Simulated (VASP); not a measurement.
# P (R-3m) in VASP: single point with r2SCAN

Aim: the single point of P with r2SCAN.

Everything below comes from runs of VASP 6.6.1. Logs are shortened: lines on timing, memory, paths and dates and some standing lists are left out, and cuts for length are marked.

### Step 1. The cell of the first run

The structure is trigonal, space group R-3m (No. 166). Conventional cell: a = 3.262 Å, b = 3.262 Å, c = 7.990 Å, α = 90.00°, β = 90.00°, γ = 120.00°. Within 3.0 Å of P (site symmetry 3m) lie 6 P at 2.26 to 2.35 Å.

### Step 2. Single point, r2SCAN

Input file POSCAR:

```
P
1.0
    1.6309381764      0.9416225952      2.6632686473
   -1.6309381764      0.9416225952      2.6632686473
    0.0000000000     -1.8832451903      2.6632686473
P
2
Direct
    0.7548758446      0.7548758446      0.7548758446
    0.2451241554      0.2451241554      0.2451241554
```

Input file INCAR.step1:

```
SYSTEM = P
ALGO = Normal
EDIFF = 1E-4
ENCUT = 520
GGA = PE
ISMEAR = -1
LASPH = .True.
LCHARG = .False.
LREAL = .False.
LWAVE = .True.
NBANDS = 12
NELM = 80
PREC = Accurate
SIGMA = 0.05
```

Input file INCAR.step2:

```
SYSTEM = P
ALGO = Normal
EDIFF = 1E-6
ENCUT = 520
ISIF = 2
ISMEAR = -1
ISTART = 1
LASPH = .True.
LCHARG = .False.
LMIXTAU = .True.
LREAL = .False.
LWAVE = .False.
METAGGA = R2SCAN
NBANDS = 12
NELM = 80
PREC = Accurate
SIGMA = 0.05
```

Input file KPOINTS:

```
k-points
0
Gamma
  9 9 9
  0 0 0
```

Potentials or basis: VASP PAW PBE potentials, release 64 (P).

Launch:

```bash
cat potpaw_PBE.64/P/POTCAR > POTCAR
cp INCAR.step1 INCAR
mpirun -np 1 vasp_std > vasp.out
cp INCAR.step2 INCAR
mpirun -np 1 vasp_std > vasp.out
```

OUTCAR:

```text
SYSTEM = P
   EDIFF = 1E-6
   ENCUT = 520
   ISIF = 2
   ISMEAR = -1
   ISTART = 1
   LASPH = .True.
   LREAL = .False.
   METAGGA = R2SCAN
   NELM = 80
   PREC = Accurate

 ion  position               nearest neighbor table
   1  0.755  0.755  0.755-   2 2.26   2 2.26   2 2.26   2 2.35   2 2.35   2 2.35
   2  0.245  0.245  0.245-   1 2.26   1 2.26   1 2.26   1 2.35   1 2.35   1 2.35

  LATTYP: Found a trigonal (rhomboedric) cell.
 ALAT       =     3.2618418623
 COS(alpha) =     0.4999894260

  Lattice vectors:

 A1 = (   1.6309381764,   0.9416225952,   2.6632686473)
 A2 = (  -1.6309381764,   0.9416225952,   2.6632686473)
 A3 = (   0.0000000000,  -1.8832451903,   2.6632686473)

Analysis of symmetry for initial positions (statically):
=====================================================================
 Subroutine PRICEL returns:
 Original cell was already a primitive cell.

 Routine SETGRP: Setting up the symmetry group for a
 trigonal (rhombohedral) supercell.

 Subroutine GETGRP returns: Found 12 space group operations
 (whereof 12 operations were pure point group operations)
 out of a pool of 12 trial point group operations.

The static configuration has the point symmetry D_3d.

Analysis of symmetry for dynamics (positions and initial velocities):
=====================================================================
 Subroutine PRICEL returns:
 Original cell was already a primitive cell.

 Routine SETGRP: Setting up the symmetry group for a
 trigonal (rhombohedral) supercell.

 Subroutine GETGRP returns: Found 12 space group operations
 (whereof 12 operations were pure point group operations)
 out of a pool of 12 trial point group operations.

The dynamic configuration has the point symmetry D_3d.

 Subroutine INISYM returns: Found 12 space group operations
 (whereof 12 operations are pure point group operations),
 and found     1 'primitive' translations

----------------------------------------------------------------------------------------

                                     Primitive cell

  volume of cell :      24.5403

  direct lattice vectors                    reciprocal lattice vectors
     1.630938176  0.941622595  2.663268647     0.306572013  0.176999434  0.125159485
    -1.630938176  0.941622595  2.663268647    -0.306572013  0.176999434  0.125159485
     0.000000000 -1.883245190  2.663268647     0.000000000 -0.353998869  0.125159485

  length of vectors
     3.261841862  3.261841862  3.261841862     0.375473162  0.375473162  0.375473162

  position of ions in fractional coordinates (direct lattice)
     0.754875845  0.754875845  0.754875845
     0.245124155  0.245124155  0.245124155

  ion indices of the primitive-cell ions
   primitive index   ion index
                 1           1
                 2           2

----------------------------------------------------------------------------------------

 KPOINTS: k-points

Automatic generation of k-mesh.
 Grid dimensions read from file:
 generate k-points for:    9    9    9

 Generating k-lattice:

  Cartesian coordinates                     Fractional coordinates (reciprocal lattice)
     0.034063557  0.019666604  0.013906609     0.111111111 -0.000000000  0.000000000
    -0.034063557  0.019666604  0.013906609    -0.000000000  0.111111111  0.000000000
     0.000000000 -0.039333208  0.013906609     0.000000000  0.000000000  0.111111111

  Length of vectors
     0.041719240  0.041719240  0.041719240

  Shift w.r.t. Gamma in fractional coordinates (k-lattice)
     0.000000000  0.000000000  0.000000000

 Subroutine IBZKPT returns following result:
 ===========================================

 Found     85 irreducible k-points:

 Following reciprocal coordinates:
            Coordinates               Weight
  0.000000  0.000000  0.000000      1.000000
  0.111111 -0.000000  0.000000      6.000000
  0.111111  0.111111  0.111111      2.000000
  0.222222 -0.000000  0.000000      6.000000
  0.222222  0.222222  0.222222      2.000000
  0.333333  0.000000 -0.000000      6.000000
[... 16 lines left out ...]
 -0.333333  0.111111  0.000000     12.000000
  0.111111  0.111111  0.444444      6.000000
 [... further k-points ...]
   k-points           NKPTS =     85   k-points in BZ     NKDIM =     85   number of bands    NBANDS=     12
   number of dos      NEDOS =    301   number of ions     NIONS =      2
   total plane-waves  NPLWV =  13824
   dimension x,y,z NGX =    24 NGY =   24 NGZ =   24
   dimension x,y,z NGXF=    48 NGYF=   48 NGZF=   48
   ions per type =               2
   NGX,Y,Z   is equivalent  to a cutoff of  12.23, 12.23, 12.23 a.u.
   NGXF,Y,Z  is equivalent  to a cutoff of  24.46, 24.46, 24.46 a.u.
 SYSTEM =  P
   PREC   = accura    normal or accurate (medium, high low for compatibility)
   ISTART =      1    job   : 0-new  1-cont  2-samecut
   ICHARG =      0    charge: 1-file 2-atom 10-const
   ISPIN  =      1    spin polarized calculation?
   LNONCOLLINEAR =      F non collinear calculations
   LSORBIT =      F    spin-orbit coupling
   LASPH  =      T    aspherical Exc in radial PAW
   ENCUT  =  520.0 eV  38.22 Ry    6.18 a.u.   6.06  6.06  6.06*2*pi/ulx,y,z
   NELM   =     80;   NELMIN=  2; NELMDL=  0     # of ELM steps
   EDIFF  = 0.1E-05   stopping-criterion for ELM
   LREAL  =      F    real-space projection
   EDIFFG = 0.1E-04   stopping-criterion for IOM
   NSW    =      0    number of steps for IOM
   IBRION =     -1    ionic relax: 0-MD 1-quasi-New 2-CG
   NFREE  =      0    steps in history (QN), initial steepest desc. (CG)
   ISIF   =      2    stress and relaxation
   ISYM   =      2    0-nonsym 1-usesym 2-fastsym
   POTIM  = 0.5000    time-step for ionic-motion
   TEBEG  =    0.0;   TEEND  =   0.0 temperature during run
   PSTRESS=    0.0 pullay stress
   NELECT =      10.0000    total number of electrons
   NUPDOWN=      -1.0000    fix difference up-down
   EMIN   =  10.00;   EMAX   =-10.00  energy-range for DOS
   EFERMI =   0.00;   METHOD = LEGACY
   ISMEAR =    -1;   SIGMA  =   0.05  broadening in eV -4-tet -1-fermi 0-gaus
   EFERMI_NEDOS =   21; number of points for ismear=-14 and -15
   IALGO  =     38    algorithm
   IMIX   =      4    mixing-type and parameters
     AMIX     =   0.40;   BMIX     =  1.00
     AMIX_MAG =   1.60;   BMIX_MAG =  1.00
  volume/ion in A,a.u.               =      12.27        82.80
  Fermi-wavevector in a.u.,A,eV,Ry     =   1.213709  2.293578 20.042605  1.473090
  Thomas-Fermi vector in A             =   2.349153
   LORBIT       =      0    0 simple, 1 ext, 2 COOP (PROOUT), +10 PAW based schemes
   METAGGA = R2SCAN    functional components
   LHFCALC =     F    Hartree Fock is set to
   AEXX    =    0.0000 exact exchange contribution
   IVDW    =     0    specifies the selected vdW correction
   LEPSILON=     F    determine dielectric tensor
   LRPA    =     F    only Hartree local field effects (RPA)
 non-spin polarized calculation
  energy-cutoff  :      520.00
  volume of cell :       24.54
 maximum number of plane-waves:       680
   NGX = 13   NGY = 13   NGZ = 13

 number of electron       9.9999999 magnetization

 Free energy of the ion-electron system (eV)
  ---------------------------------------------------
  ext. energy  EPLUGINS =         0.00000000
  ---------------------------------------------------
  free energy    TOTEN  =       -17.30067036 eV

  energy without entropy =      -17.29397674  energy(sigma->0) =      -17.29732355

 E-fermi :  12.2189     XC(G=0): -12.6906

 val. band max:       12.1994170811   @ k =   0.3333   0.2222  -0.4444
 cond. band min:      12.2270881867   @ k =   0.3333   0.3333   0.3333
 fundamental gap:      0.0276711055
 Fermi energy:        12.2188994946

 k-point     1 :       0.0000    0.0000    0.0000
  band No.  band energies     occupation
      1      -7.0515      2.00000
      2       9.6227      2.00000
      3       9.6227      2.00000
      4       9.6883      2.00000
      5      13.1171      0.00000
      6      16.4220      0.00000
      7      16.5498      0.00000
      8      16.5498      0.00000
      9      18.6754      0.00000
     10      18.6754      0.00000
     11      18.8552      0.00000
     12      19.1340      0.00000

 k-point     2 :       0.1111   -0.0000    0.0000
  band No.  band energies     occupation
      1      -6.7980      2.00000
      2       7.7268      2.00000
      3       9.5417      2.00000
      4       9.6008      2.00000
      5      13.9738      0.00000
      6      16.1356      0.00000
      7      16.1879      0.00000
      8      17.1584      0.00000
      9      17.1744      0.00000
     10      17.2292      0.00000
     11      18.3079      0.00000
     12      22.0124      0.00000

 k-point     3 :       0.1111    0.1111    0.1111
  band No.  band energies     occupation
      1      -6.7984      2.00000
      2       7.7640      2.00000
      3       9.5462      2.00000
      4       9.5462      2.00000
      5      14.0295      0.00000
      6      16.1065      0.00000
      7      16.1065      0.00000
      8      16.9600      0.00000
      9      17.2604      0.00000
     10      17.2604      0.00000
     11      18.5143      0.00000
     12      22.0021      0.00000
[... 286 lines left out ...]
 k-point    23 :      -0.3333    0.1111    0.0000
  band No.  band energies     occupation
      1      -4.0409      2.00000
      2       1.0156      2.00000
      3       7.1966      2.00000
      4      10.0927      2.00000
      5      11.2327      2.00000
      6      12.1186      1.76270
      7      15.4369      0.00000
      8      17.5149      0.00000
      9      20.8328      0.00000
     10      21.2588      0.00000
     11      25.9142      0.00000
     12      26.5346      0.00000

 k-point    24 :       0.1111    0.1111    0.4444
  band No.  band energies     occupation
      1      -4.0435      2.00000
      2       1.0215      2.00000
      3       7.2311      2.00000
      4       9.9112      2.00000
      5      11.5510      2.00000
      6      11.9364      1.99299
      7      15.4174      0.00000
      8      17.5706      0.00000
      9      20.7967      0.00000
     10      21.2212      0.00000
     11      25.8963      0.00000
     12      26.6594      0.00000

 [... further k-points ...]
[... 5 lines left out ...]
  --------------------------------------------------------------------------------------
  -------------------------------------------------------------------------------------
  Total        4.4355789      4.4355789      4.4281972      0.0000000      0.0000000      0.0000000
  in kB      289.5878190    289.5878190    289.1058924      0.0000000      0.0000000      0.0000000
  external PRESSURE =     289.4271768 kB  Pullay stress =       0.0000000 kB

 VOLUME and BASIS-vectors are now :
 -----------------------------------------------------------------------------
  energy-cutoff  :      520.00
  volume of cell :       24.54
      direct lattice vectors                 reciprocal lattice vectors
     1.630938176  0.941622595  2.663268647     0.306572013  0.176999434  0.125159485
    -1.630938176  0.941622595  2.663268647    -0.306572013  0.176999434  0.125159485
     0.000000000 -1.883245190  2.663268647     0.000000000 -0.353998869  0.125159485

 POSITION                                       TOTAL-FORCE (eV/Angst)
 -----------------------------------------------------------------------------------
      0.00000      0.00000      6.03131         0.000000      0.000000      0.050740
      0.00000      0.00000      1.95849         0.000000     -0.000000     -0.050740
 -----------------------------------------------------------------------------------
    total drift:                                0.000000      0.000000     -0.000000

  FREE ENERGIE OF THE ION-ELECTRON SYSTEM (eV)
  ---------------------------------------------------
  free  energy   TOTEN  =       -17.3006703595 eV

  energy  without entropy=      -17.2939767374  energy(sigma->0) =      -17.29732355
```

Wall time 26 s (1 thread of Intel Xeon Platinum 8488C (Sapphire Rapids), shared host); peak memory 0.14 GiB.

Results:

| Item | Value |
| --- | --- |
| Free energy | -17.3007 eV |
| Pressure | 28.9 GPa |
| Largest force | 0.051 eV/Å |
| Band gap on the k mesh | zero (band 5 reaches 14.03 eV, above the bottom of band 6 at 10.99 eV) |

Forces in eV/Å, atoms in the order of the input:
```
P    0.000  0.000  0.051
P    0.000  0.000 -0.051
```

Caveat: the PAW data sets were made with another functional, which shifts forces and pressure a little.
